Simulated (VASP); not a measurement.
# SnSe (Fm-3m) in VASP: notebook

SnSe is run at these levels: r2SCAN; tasks: single point, relaxation of cell and atoms.

Program: VASP 6.6.1. These are calculated values, not measurements. Logs are shortened: lines on timing, memory, paths and dates and some standing lists are left out, and cuts for length are marked.

### 1 The cell of the first run

The structure is cubic, space group Fm-3m (No. 225). Conventional cell: a = 6.020 Å, b = 6.020 Å, c = 6.020 Å, α = 90.00°, β = 90.00°, γ = 90.00°. Within 4.0 Å of Sn (site symmetry m-3m) lie 6 Se at 3.01 Å. Within 4.0 Å of Se (site symmetry m-3m) lie 6 Sn at 3.01 Å.

### 2 Single point, r2SCAN

The input, POSCAR:

```
SnSe
1.0
    0.0000000000      3.0100000000      3.0100000000
    3.0100000000      0.0000000000      3.0100000000
    3.0100000000      3.0100000000      0.0000000000
Sn Se
1 1
Direct
    0.0000000000      0.0000000000      0.0000000000
    0.5000000000      0.5000000000      0.5000000000
```

The input, INCAR.step1:

```
SYSTEM = SnSe
PREC = Accurate
ENCUT = 520
ISMEAR = 0
SIGMA = 0.05
LREAL = .False.
LASPH = .True.
NELM = 60
NBANDS = 17
GGA = PE
ALGO = Normal
EDIFF = 1E-4
LWAVE = .True.
LCHARG = .False.
```

The input, INCAR.step2:

```
SYSTEM = SnSe
PREC = Accurate
ENCUT = 520
EDIFF = 1E-6
ISMEAR = 0
SIGMA = 0.05
LREAL = .False.
LASPH = .True.
NELM = 60
ALGO = Normal
ISIF = 2
LWAVE = .False.
LCHARG = .False.
METAGGA = R2SCAN
LMIXTAU = .True.
NBANDS = 17
ISTART = 1
```

The input, KPOINTS:

```
regular mesh
0
Gamma
  12 12 12
  0 0 0
```

Potentials or basis: VASP PAW PBE potentials, release 64 (Sn_d, Se).

On the command line:

```console
cat potpaw_PBE.64/Sn_d/POTCAR potpaw_PBE.64/Se/POTCAR > POTCAR
cp INCAR.step1 INCAR
mpirun -np 1 vasp_std > vasp.out
cp INCAR.step2 INCAR
mpirun -np 1 vasp_std > vasp.out
```

OUTCAR:

```text
SYSTEM = SnSe
   PREC = Accurate
   ENCUT = 520
   EDIFF = 1E-6
   ISMEAR = 0
   LREAL = .False.
   LASPH = .True.
   NELM = 60
   ISIF = 2
   METAGGA = R2SCAN
   ISTART = 1

 ion  position               nearest neighbor table
   1  0.000  0.000  0.000-   2 3.01   2 3.01   2 3.01   2 3.01   2 3.01   2 3.01
   2  0.500  0.500  0.500-   1 3.01   1 3.01   1 3.01   1 3.01   1 3.01   1 3.01

  LATTYP: Found a face centered cubic cell.
 ALAT       =     6.0200000000

  Lattice vectors:

 A1 = (   0.0000000000,   3.0100000000,   3.0100000000)
 A2 = (   3.0100000000,   0.0000000000,   3.0100000000)
 A3 = (   3.0100000000,   3.0100000000,   0.0000000000)

Analysis of symmetry for initial positions (statically):
=====================================================================
 Subroutine PRICEL returns:
 Original cell was already a primitive cell.

 Routine SETGRP: Setting up the symmetry group for a
 face centered cubic supercell.

 Subroutine GETGRP returns: Found 48 space group operations
 (whereof 48 operations were pure point group operations)
 out of a pool of 48 trial point group operations.

The static configuration has the point symmetry O_h .

Analysis of symmetry for dynamics (positions and initial velocities):
=====================================================================
 Subroutine PRICEL returns:
 Original cell was already a primitive cell.

 Routine SETGRP: Setting up the symmetry group for a
 face centered cubic supercell.

 Subroutine GETGRP returns: Found 48 space group operations
 (whereof 48 operations were pure point group operations)
 out of a pool of 48 trial point group operations.

The dynamic configuration has the point symmetry O_h .

 Subroutine INISYM returns: Found 48 space group operations
 (whereof 48 operations are pure point group operations),
 and found     1 'primitive' translations

----------------------------------------------------------------------------------------

                                     Primitive cell

  volume of cell :      54.5418

  direct lattice vectors                    reciprocal lattice vectors
     0.000000000  3.010000000  3.010000000    -0.166112957  0.166112957  0.166112957
     3.010000000  0.000000000  3.010000000     0.166112957 -0.166112957  0.166112957
     3.010000000  3.010000000  0.000000000     0.166112957  0.166112957 -0.166112957

  length of vectors
     4.256782823  4.256782823  4.256782823     0.287716081  0.287716081  0.287716081

  position of ions in fractional coordinates (direct lattice)
     0.000000000  0.000000000  0.000000000
     0.500000000  0.500000000  0.500000000

  ion indices of the primitive-cell ions
   primitive index   ion index
                 1           1
                 2           2

----------------------------------------------------------------------------------------

 KPOINTS: regular mesh

Automatic generation of k-mesh.
 Grid dimensions read from file:
 generate k-points for:   12   12   12

 Generating k-lattice:

  Cartesian coordinates                     Fractional coordinates (reciprocal lattice)
    -0.013842746  0.013842746  0.013842746     0.083333333  0.000000000  0.000000000
     0.013842746 -0.013842746  0.013842746     0.000000000  0.083333333  0.000000000
     0.013842746  0.013842746 -0.013842746     0.000000000  0.000000000  0.083333333

  Length of vectors
     0.023976340  0.023976340  0.023976340

  Shift w.r.t. Gamma in fractional coordinates (k-lattice)
     0.000000000  0.000000000  0.000000000

 Subroutine IBZKPT returns following result:
 ===========================================

 Found     72 irreducible k-points:

 Following reciprocal coordinates:
            Coordinates               Weight
  0.000000  0.000000  0.000000      1.000000
  0.083333  0.000000  0.000000      8.000000
  0.166667  0.000000  0.000000      8.000000
  0.250000  0.000000  0.000000      8.000000
  0.333333  0.000000  0.000000      8.000000
  0.416667  0.000000  0.000000      8.000000
[... 16 lines left out ...]
  0.500000  0.166667  0.000000     24.000000
 -0.416667  0.166667  0.000000     24.000000
 [... further k-points ...]
   k-points           NKPTS =     72   k-points in BZ     NKDIM =     72   number of bands    NBANDS=     17
   number of dos      NEDOS =    301   number of ions     NIONS =      2
   total plane-waves  NPLWV =  32768
   dimension x,y,z NGX =    32 NGY =   32 NGZ =   32
   dimension x,y,z NGXF=    64 NGYF=   64 NGZF=   64
   ions per type =               1   1
   NGX,Y,Z   is equivalent  to a cutoff of  12.50, 12.50, 12.50 a.u.
   NGXF,Y,Z  is equivalent  to a cutoff of  24.99, 24.99, 24.99 a.u.
 SYSTEM =  SnSe
   PREC   = accura    normal or accurate (medium, high low for compatibility)
   ISTART =      1    job   : 0-new  1-cont  2-samecut
   ICHARG =      0    charge: 1-file 2-atom 10-const
   ISPIN  =      1    spin polarized calculation?
   LNONCOLLINEAR =      F non collinear calculations
   LSORBIT =      F    spin-orbit coupling
   LASPH  =      T    aspherical Exc in radial PAW
   ENCUT  =  520.0 eV  38.22 Ry    6.18 a.u.   7.91  7.91  7.91*2*pi/ulx,y,z
   NELM   =     60;   NELMIN=  2; NELMDL=  0     # of ELM steps
   EDIFF  = 0.1E-05   stopping-criterion for ELM
   LREAL  =      F    real-space projection
   EDIFFG = 0.1E-04   stopping-criterion for IOM
   NSW    =      0    number of steps for IOM
   IBRION =     -1    ionic relax: 0-MD 1-quasi-New 2-CG
   NFREE  =      0    steps in history (QN), initial steepest desc. (CG)
   ISIF   =      2    stress and relaxation
   ISYM   =      2    0-nonsym 1-usesym 2-fastsym
   POTIM  = 0.5000    time-step for ionic-motion
   TEBEG  =    0.0;   TEEND  =   0.0 temperature during run
   PSTRESS=    0.0 pullay stress
   NELECT =      20.0000    total number of electrons
   NUPDOWN=      -1.0000    fix difference up-down
   EMIN   =  10.00;   EMAX   =-10.00  energy-range for DOS
   EFERMI =   0.00;   METHOD = LEGACY
   ISMEAR =     0;   SIGMA  =   0.05  broadening in eV -4-tet -1-fermi 0-gaus
   EFERMI_NEDOS =   21; number of points for ismear=-14 and -15
   IALGO  =     38    algorithm
   IMIX   =      4    mixing-type and parameters
     AMIX     =   0.40;   BMIX     =  1.00
     AMIX_MAG =   1.60;   BMIX_MAG =  1.00
  volume/ion in A,a.u.               =      27.27       184.03
  Fermi-wavevector in a.u.,A,eV,Ry     =   1.171768  2.214321 18.681350  1.373040
  Thomas-Fermi vector in A             =   2.308207
   LORBIT       =      0    0 simple, 1 ext, 2 COOP (PROOUT), +10 PAW based schemes
   METAGGA = R2SCAN    functional components
   LHFCALC =     F    Hartree Fock is set to
   AEXX    =    0.0000 exact exchange contribution
   IVDW    =     0    specifies the selected vdW correction
   LEPSILON=     F    determine dielectric tensor
   LRPA    =     F    only Hartree local field effects (RPA)
 non-spin polarized calculation
 Gauss-broadening in eV      SIGMA  =   0.05
  energy-cutoff  :      520.00
  volume of cell :       54.54
 maximum number of plane-waves:      1484
   NGX = 15   NGY = 15   NGZ = 15

 number of electron      20.0000005 magnetization

 Free energy of the ion-electron system (eV)
  ---------------------------------------------------
  ext. energy  EPLUGINS =         0.00000000
  ---------------------------------------------------
  free energy    TOTEN  =       -39.87327634 eV

  energy without entropy =      -39.87327634  energy(sigma->0) =      -39.87327634

 E-fermi :   5.8899     XC(G=0): -10.1868

 val. band max:        5.7118938803   @ k =   0.5000   0.0000   0.0000
 cond. band min:       6.0796760233   @ k =  -0.4167   0.0833   0.0000
 fundamental gap:      0.3677821430
 Fermi energy:         5.8899184085

 k-point     1 :       0.0000    0.0000    0.0000
  band No.  band energies     occupation
      1     -16.8373      2.00000
      2     -16.8373      2.00000
      3     -16.8352      2.00000
      4     -16.8352      2.00000
      5     -16.8352      2.00000
      6      -9.0098      2.00000
[... 9 lines left out ...]
     16      11.7520      0.00000
     17      14.0265      0.00000

 k-point     2 :       0.0833    0.0000    0.0000
  band No.  band energies     occupation
      1     -16.8377      2.00000
      2     -16.8377      2.00000
      3     -16.8350      2.00000
      4     -16.8345      2.00000
      5     -16.8345      2.00000
      6      -8.9585      2.00000
[... 9 lines left out ...]
     16      11.9303      0.00000
     17      14.5508      0.00000

 k-point     3 :       0.1667    0.0000    0.0000
  band No.  band energies     occupation
      1     -16.8392      2.00000
      2     -16.8392      2.00000
      3     -16.8345      2.00000
      4     -16.8322      2.00000
      5     -16.8321      2.00000
      6      -8.8108      2.00000
[... 9 lines left out ...]
     16      12.3980      0.00000
     17      15.7919      0.00000

 k-point     4 :       0.2500    0.0000    0.0000
  band No.  band energies     occupation
      1     -16.8415      2.00000
      2     -16.8414      2.00000
      3     -16.8339      2.00000
      4     -16.8289      2.00000
      5     -16.8289      2.00000
      6      -8.5886      2.00000
[... 9 lines left out ...]
     16      13.1231      0.00000
     17      17.3758      0.00000
[... 343 lines left out ...]
      1     -16.8508      2.00000
      2     -16.8394      2.00000
      3     -16.8342      2.00000
      4     -16.8254      2.00000
      5     -16.8222      2.00000
      6      -8.1290      2.00000
[... 9 lines left out ...]
     16      16.0877      0.00000
     17      17.0363      0.00000

 k-point    23 :       0.5000    0.1667    0.0000
  band No.  band energies     occupation
      1     -16.8511      2.00000
      2     -16.8414      2.00000
      3     -16.8321      2.00000
      4     -16.8249      2.00000
      5     -16.8214      2.00000
      6      -7.9694      2.00000
[... 9 lines left out ...]
     16      16.4130      0.00000
     17      16.8011      0.00000

 k-point    24 :      -0.4167    0.1667    0.0000
  band No.  band energies     occupation
      1     -16.8498      2.00000
      2     -16.8428      2.00000
      3     -16.8309      2.00000
      4     -16.8247      2.00000
      5     -16.8224      2.00000
      6      -7.9455      2.00000
[... 9 lines left out ...]
     16      15.1732      0.00000
     17      17.6408      0.00000

 [... further k-points ...]

------------------------ aborting loop because EDIFF is reached ----------------------------------------

  FORCE on cell =-STRESS in cart. coord.  units (eV):
  Direction    XX          YY          ZZ          XY          YZ          ZX
  --------------------------------------------------------------------------------------
  -------------------------------------------------------------------------------------
  Total        0.0028231      0.0028231      0.0028231      0.0000000     -0.0000000      0.0000000
  in kB        0.0829282      0.0829282      0.0829282      0.0000000     -0.0000000      0.0000000
  external PRESSURE =       0.0829282 kB  Pullay stress =       0.0000000 kB

 VOLUME and BASIS-vectors are now :
 -----------------------------------------------------------------------------
  energy-cutoff  :      520.00
  volume of cell :       54.54
      direct lattice vectors                 reciprocal lattice vectors
     0.000000000  3.010000000  3.010000000    -0.166112957  0.166112957  0.166112957
     3.010000000  0.000000000  3.010000000     0.166112957 -0.166112957  0.166112957
     3.010000000  3.010000000  0.000000000     0.166112957  0.166112957 -0.166112957

 POSITION                                       TOTAL-FORCE (eV/Angst)
 -----------------------------------------------------------------------------------
      0.00000      0.00000      0.00000         0.000000      0.000000      0.000000
      3.01000      3.01000      3.01000        -0.000000     -0.000000     -0.000000
 -----------------------------------------------------------------------------------
    total drift:                                0.000000     -0.000000     -0.000000

  FREE ENERGIE OF THE ION-ELECTRON SYSTEM (eV)
  ---------------------------------------------------
  free  energy   TOTEN  =       -39.8732763401 eV

  energy  without entropy=      -39.8732763396  energy(sigma->0) =      -39.87327634
```

It took 3.7 min on 1 thread of Intel Xeon 8259CL, shared host; peak memory 0.23 GiB.

What came out:

```yaml
Free_energy: -39.8733 eV
Pressure: 0.0 GPa
Band_gap_on_the_k_mesh: 0.37 eV (least direct gap 0.45 eV)
```

Levels at points of the mesh, in eV from the valence-band top:
| k point | band 8 | band 9 | band 10 | band 11 | band 12 | band 13 |
| --- | --- | --- | --- | --- | --- | --- |
| (0.00, 0.00, 0.00) | -2.64 | -2.64 | -2.64 | 4.36 | 4.36 | 4.36 |
| (0.50, 0.00, 0.00) | -2.37 | -2.37 | 0.00 | 0.45 | 1.13 | 1.13 |
| (0.50, 0.50, 0.00) | -5.95 | -4.10 | -4.10 | 3.11 | 5.46 | 5.46 |

Caveat: semilocal functionals underestimate gaps, and a narrow one can read as zero; the PAW data sets were made with another functional, which shifts forces and pressure a little; spin-orbit coupling is left out, which moves the levels of the heavy elements.

(Part 1 of 2 ends here.)
